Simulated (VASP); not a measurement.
# TiO2 (I4/m) in VASP: single point with PBE

Aim: the single point of TiO2 with PBE.

All numbers are computed with VASP 6.6.1; they aren't measurements. Logs are shortened: lines on timing, memory, paths and dates and some standing lists are left out, and cuts for length are marked.

## 1. The cell of the first run

The structure is tetragonal, space group I4/m (No. 87). Conventional cell: a = 8.809 Å, b = 8.809 Å, c = 3.765 Å, α = 90.00°, β = 90.00°, γ = 90.00°. Within 2.4 Å of Ti (site symmetry m) lie 6 O at 1.77 to 2.40 Å. O (site symmetry m) has 4 Ti at 1.96 to 2.40 Å and 5 O at 2.68 to 2.69 Å within 2.7 Å. Within 2.4 Å of O (site symmetry m) lie 2 Ti at 1.77 to 1.86 Å.

## 2. Single point, PBE

The input, INCAR:

```
SYSTEM = TiO2
  PREC = Accurate
  ENCUT = 520
  EDIFF = 1E-6
  ISMEAR = -1
  SIGMA = 0.02
  LREAL = .FALSE.
  LASPH = .TRUE.
  NELM = 80
  ALGO = Normal
  ISIF = 2
  LWAVE = .FALSE.
  LCHARG = .FALSE.
  GGA = PE
  NBANDS = 60
```

The input, KPOINTS:

```
regular mesh
0
G
  6 6 6
  0 0 0
```

The input, POSCAR:

```
TiO2
1.0
   -4.4045135772      4.4045135772      1.8825566026
    4.4045135772     -4.4045135772      1.8825566026
    4.4045135772      4.4045135772     -1.8825566026
Ti O
4 8
Direct
    0.2897199583      0.0113755046      0.3010954629
    0.0113755046      0.7102800417      0.7216555463
    0.9886244954      0.2897199583      0.2783444537
    0.7102800417      0.9886244954      0.6989045371
    0.4929138247      0.1524664866      0.6453803114
    0.1615503945      0.8438894093      0.0054398038
    0.1524664866      0.5070861753      0.6595526619
    0.1561105907      0.1615503945      0.3176609852
    0.8438894093      0.8384496055      0.6823390148
    0.8475335134      0.4929138247      0.3404473381
    0.8384496055      0.1561105907      0.9945601962
    0.5070861753      0.8475335134      0.3546196886
```

Potentials or basis: VASP PAW PBE potentials, release 64 (Ti_sv, O).

Launch:

```sh
cat potpaw_PBE.64/Ti_sv/POTCAR potpaw_PBE.64/O/POTCAR > POTCAR
mpirun -np 1 vasp_std > vasp.out
```

OUTCAR:

```text
SYSTEM = TiO2
   PREC = Accurate
   ENCUT = 520
   EDIFF = 1E-6
   ISMEAR = -1
   LREAL = .FALSE.
   LASPH = .TRUE.
   NELM = 80
   ISIF = 2
   GGA = PE

 ion  position               nearest neighbor table
   1  0.290  0.011  0.301-   8 1.77   6 1.86  10 1.96  10 1.96   5 2.18  12 2.40
   2  0.011  0.710  0.722-   6 1.77   9 1.86   5 1.96   5 1.96   7 2.18  10 2.40
   3  0.989  0.290  0.278-  11 1.77   8 1.86  12 1.96  12 1.96  10 2.18   7 2.40
   4  0.710  0.989  0.699-   9 1.77  11 1.86   7 1.96   7 1.96  12 2.18   5 2.40
   5  0.493  0.152  0.645-   2 1.96   2 1.96   1 2.18   4 2.40
   6  0.162  0.844  0.005-   2 1.77   1 1.86
   7  0.152  0.507  0.660-   4 1.96   4 1.96   2 2.18   3 2.40
   8  0.156  0.162  0.318-   1 1.77   3 1.86
   9  0.844  0.838  0.682-   4 1.77   2 1.86
  10  0.848  0.493  0.340-   1 1.96   1 1.96   3 2.18   2 2.40
  11  0.838  0.156  0.995-   3 1.77   4 1.86
  12  0.507  0.848  0.355-   3 1.96   3 1.96   4 2.18   1 2.40

  LATTYP: Found a body centered tetragonal cell.
 ALAT       =     8.8090271544
 C/A-ratio  =     0.4274153251

  Lattice vectors:

 A1 = (  -4.4045135772,   4.4045135772,   1.8825566026)
 A2 = (   4.4045135772,  -4.4045135772,   1.8825566026)
 A3 = (   4.4045135772,   4.4045135772,  -1.8825566026)

Analysis of symmetry for initial positions (statically):
=====================================================================
 Subroutine PRICEL returns:
 Original cell was already a primitive cell.

 Routine SETGRP: Setting up the symmetry group for a
 body centered tetragonal supercell.

 Subroutine GETGRP returns: Found  8 space group operations
 (whereof  8 operations were pure point group operations)
 out of a pool of 16 trial point group operations.

The static configuration has the point symmetry C_4h.

Analysis of symmetry for dynamics (positions and initial velocities):
=====================================================================
 Subroutine PRICEL returns:
 Original cell was already a primitive cell.

 Routine SETGRP: Setting up the symmetry group for a
 body centered tetragonal supercell.

 Subroutine GETGRP returns: Found  8 space group operations
 (whereof  8 operations were pure point group operations)
 out of a pool of 16 trial point group operations.

The dynamic configuration has the point symmetry C_4h.

 Subroutine INISYM returns: Found  8 space group operations
 (whereof  8 operations are pure point group operations),
 and found     1 'primitive' translations

----------------------------------------------------------------------------------------

                                     Primitive cell

  volume of cell :     146.0844

  direct lattice vectors                    reciprocal lattice vectors
    -4.404513577  4.404513577  1.882556603     0.000000000  0.113519913  0.265596264
     4.404513577 -4.404513577  1.882556603     0.113519913  0.000000000  0.265596264
     4.404513577  4.404513577 -1.882556603     0.113519913  0.113519913  0.000000000

  length of vectors
     6.507188261  6.507188261  6.507188261     0.288839308  0.288839308  0.160541401

  position of ions in fractional coordinates (direct lattice)
     0.289719958  0.011375505  0.301095463
     0.011375505  0.710280042  0.721655546
     0.988624495  0.289719958  0.278344454
     0.710280042  0.988624495  0.698904537
     0.492913825  0.152466487  0.645380311
     0.161550394  0.843889409  0.005439804
     0.152466487  0.507086175  0.659552662
     0.156110591  0.161550394  0.317660985
     0.843889409  0.838449606  0.682339015
     0.847533513  0.492913825  0.340447338
     0.838449606  0.156110591  0.994560196
     0.507086175  0.847533513  0.354619689

  ion indices of the primitive-cell ions
   primitive index   ion index
                 1           1
                 2           2
                 3           3
                 4           4
                 5           5
                 6           6
                 7           7
                 8           8
                 9           9
                10          10
                11          11
                12          12

----------------------------------------------------------------------------------------

 KPOINTS: regular mesh

Automatic generation of k-mesh.
 Grid dimensions read from file:
 generate k-points for:    6    6    6

 Generating k-lattice:

  Cartesian coordinates                     Fractional coordinates (reciprocal lattice)
     0.000000000  0.018919986  0.044266044     0.166666667  0.000000000 -0.000000000
     0.018919986  0.000000000  0.044266044     0.000000000  0.166666667 -0.000000000
     0.018919986  0.018919986  0.000000000     0.000000000  0.000000000  0.166666667

  Length of vectors
     0.048139885  0.048139885  0.026756900

  Shift w.r.t. Gamma in fractional coordinates (k-lattice)
     0.000000000  0.000000000  0.000000000

 Subroutine IBZKPT returns following result:
 ===========================================

 Found     36 irreducible k-points:

 Following reciprocal coordinates:
            Coordinates               Weight
  0.000000  0.000000  0.000000      1.000000
  0.166667  0.000000  0.000000      8.000000
  0.333333  0.000000  0.000000      8.000000
  0.500000  0.000000 -0.000000      4.000000
  0.166667  0.166667  0.000000      8.000000
  0.333333  0.166667 -0.000000      8.000000
[... 16 lines left out ...]
 -0.333333  0.333333 -0.166667      4.000000
 -0.166667  0.333333  0.166667      8.000000
 [... further k-points ...]
   k-points           NKPTS =     36   k-points in BZ     NKDIM =     36   number of bands    NBANDS=     60
   number of dos      NEDOS =    301   number of ions     NIONS =     12
   total plane-waves  NPLWV = 110592
   dimension x,y,z NGX =    48 NGY =   48 NGZ =   48
   dimension x,y,z NGXF=    96 NGYF=   96 NGZF=   96
   ions per type =               4   8
   NGX,Y,Z   is equivalent  to a cutoff of  12.26, 12.26, 12.26 a.u.
   NGXF,Y,Z  is equivalent  to a cutoff of  24.53, 24.53, 24.53 a.u.
 SYSTEM =  TiO2
   PREC   = accura    normal or accurate (medium, high low for compatibility)
   ISTART =      0    job   : 0-new  1-cont  2-samecut
   ICHARG =      2    charge: 1-file 2-atom 10-const
   ISPIN  =      1    spin polarized calculation?
   LNONCOLLINEAR =      F non collinear calculations
   LSORBIT =      F    spin-orbit coupling
   LASPH  =      T    aspherical Exc in radial PAW
   ENCUT  =  520.0 eV  38.22 Ry    6.18 a.u.  12.10 12.10 12.10*2*pi/ulx,y,z
   NELM   =     80;   NELMIN=  2; NELMDL= -5     # of ELM steps
   EDIFF  = 0.1E-05   stopping-criterion for ELM
   LREAL  =      F    real-space projection
   EDIFFG = 0.1E-04   stopping-criterion for IOM
   NSW    =      0    number of steps for IOM
   IBRION =     -1    ionic relax: 0-MD 1-quasi-New 2-CG
   NFREE  =      0    steps in history (QN), initial steepest desc. (CG)
   ISIF   =      2    stress and relaxation
   ISYM   =      2    0-nonsym 1-usesym 2-fastsym
   POTIM  = 0.5000    time-step for ionic-motion
   TEBEG  =    0.0;   TEEND  =   0.0 temperature during run
   PSTRESS=    0.0 pullay stress
   NELECT =      96.0000    total number of electrons
   NUPDOWN=      -1.0000    fix difference up-down
   EMIN   =  10.00;   EMAX   =-10.00  energy-range for DOS
   EFERMI =   0.00;   METHOD = LEGACY
   ISMEAR =    -1;   SIGMA  =   0.02  broadening in eV -4-tet -1-fermi 0-gaus
   EFERMI_NEDOS =   21; number of points for ismear=-14 and -15
   IALGO  =     38    algorithm
   IMIX   =      4    mixing-type and parameters
     AMIX     =   0.40;   BMIX     =  1.00
     AMIX_MAG =   1.60;   BMIX_MAG =  1.00
  volume/ion in A,a.u.               =      12.17        82.15
  Fermi-wavevector in a.u.,A,eV,Ry     =   1.423303  2.689652 27.562553  2.025790
  Thomas-Fermi vector in A             =   2.543915
   LORBIT       =      0    0 simple, 1 ext, 2 COOP (PROOUT), +10 PAW based schemes
   GGA     = PE    functional components
   LHFCALC =     F    Hartree Fock is set to
   AEXX    =    0.0000 exact exchange contribution
   IVDW    =     0    specifies the selected vdW correction
   LEPSILON=     F    determine dielectric tensor
   LRPA    =     F    only Hartree local field effects (RPA)
 non-spin polarized calculation
  energy-cutoff  :      520.00
  volume of cell :      146.08
 maximum number of plane-waves:      3957
   NGX = 25   NGY = 25   NGZ = 25

 number of electron      95.9999986 magnetization

 Free energy of the ion-electron system (eV)
  ---------------------------------------------------
  ext. energy  EPLUGINS =         0.00000000
  ---------------------------------------------------
  free energy    TOTEN  =      -107.33949199 eV

  energy without entropy =     -107.33949199  energy(sigma->0) =     -107.33949199

 E-fermi :   3.2234     XC(G=0): -10.3131

 val. band max:        2.7861379972   @ k =   0.5000   0.5000   0.5000
 cond. band min:       4.7781723425   @ k =   0.0000   0.0000   0.0000
 fundamental gap:      1.9920343453
 Fermi energy:         3.2234274330

 k-point     1 :       0.0000    0.0000    0.0000
  band No.  band energies     occupation
      1     -53.5264      2.00000
      2     -53.5105      2.00000
      3     -53.5105      2.00000
      4     -53.4967      2.00000
      5     -29.9479      2.00000
      6     -29.9243      2.00000
[... 52 lines left out ...]
     59       7.6163      0.00000
     60       7.6777      0.00000

 k-point     2 :       0.1667    0.0000    0.0000
  band No.  band energies     occupation
      1     -53.5238      2.00000
      2     -53.5099      2.00000
      3     -53.5099      2.00000
      4     -53.4980      2.00000
      5     -29.9387      2.00000
      6     -29.9221      2.00000
[... 1375 lines left out ...]
     59       7.6285      0.00000
     60       7.6495      0.00000

 k-point    24 :      -0.1667    0.3333    0.1667
  band No.  band energies     occupation
      1     -53.5220      2.00000
      2     -53.5099      2.00000
      3     -53.5099      2.00000
      4     -53.4998      2.00000
      5     -29.9218      2.00000
      6     -29.9091      2.00000
[... 52 lines left out ...]
     59       7.1854      0.00000
     60       7.5151      0.00000

 [... further k-points ...]

------------------------ aborting loop because EDIFF is reached ----------------------------------------

  FORCE on cell =-STRESS in cart. coord.  units (eV):
  Direction    XX          YY          ZZ          XY          YZ          ZX
  --------------------------------------------------------------------------------------
  -------------------------------------------------------------------------------------
  Total        0.6204090      0.6204090      0.4411650     -0.0000022      0.0000000      0.0000000
  in kB        6.8043201      6.8043201      4.8384665     -0.0000237      0.0000000      0.0000000
  external PRESSURE =       6.1490355 kB  Pullay stress =       0.0000000 kB

 VOLUME and BASIS-vectors are now :
 -----------------------------------------------------------------------------
  energy-cutoff  :      520.00
  volume of cell :      146.08
      direct lattice vectors                 reciprocal lattice vectors
    -4.404513577  4.404513577  1.882556603     0.000000000  0.113519913  0.265596264
     4.404513577 -4.404513577  1.882556603     0.113519913  0.000000000  0.265596264
     4.404513577  4.404513577 -1.882556603     0.113519913  0.113519913  0.000000000

 POSITION                                       TOTAL-FORCE (eV/Angst)
 -----------------------------------------------------------------------------------
      0.10021      2.55215     -0.00000        -0.028145      0.089103     -0.000000
      6.25688      0.10021      0.00000        -0.089103     -0.028145      0.000000
     -1.85236      4.30431      1.88256         0.089103      0.028145     -0.000000
      4.30431      1.85236      1.88256         0.028145     -0.089103      0.000000
      1.34308      4.34209     -0.00000        -0.011630      0.000594     -0.000000
      3.02933     -2.98141      1.88256         0.024394      0.036275     -0.000000
      4.46694      1.34308      0.00000        -0.000594     -0.011630      0.000000
      1.42310      1.37518      0.00000         0.036275     -0.024394     -0.000000
      2.98141      3.02933      1.88256        -0.036275      0.024394      0.000000
     -0.06242      3.06143      1.88256         0.000594      0.011630     -0.000000
      1.37518      7.38593      0.00000        -0.024394     -0.036275      0.000000
      3.06143      0.06242      1.88256         0.011630     -0.000594     -0.000000
 -----------------------------------------------------------------------------------
    total drift:                                0.000000      0.000000     -0.000000

  FREE ENERGIE OF THE ION-ELECTRON SYSTEM (eV)
  ---------------------------------------------------
  free  energy   TOTEN  =      -107.3394919854 eV

  energy  without entropy=     -107.3394919854  energy(sigma->0) =     -107.33949199
```

It took 9.6 min on 1 thread of Intel Xeon Platinum 8259CL at 2.50GHz (Skylake/Cascade Lake), shared host; peak memory 0.45 GiB.

Results:

```
Free energy            : -107.3395 eV
Pressure               : 0.6 GPa
Largest force          : 0.093 eV/Å
Band gap on the k mesh : 1.99 eV (least direct gap 2.61 eV)
```

Forces in eV/Å, atoms in the order of the input:
```
Ti  -0.028  0.089  0.000
Ti  -0.089 -0.028  0.000
Ti   0.089  0.028  0.000
Ti   0.028 -0.089  0.000
O   -0.012  0.001  0.000
O    0.024  0.036  0.000
O   -0.001 -0.012  0.000
O    0.036 -0.024  0.000
O   -0.036  0.024  0.000
O    0.001  0.012  0.000
O   -0.024 -0.036  0.000
O    0.012 -0.001  0.000
```

A k mesh can miss the band edges.
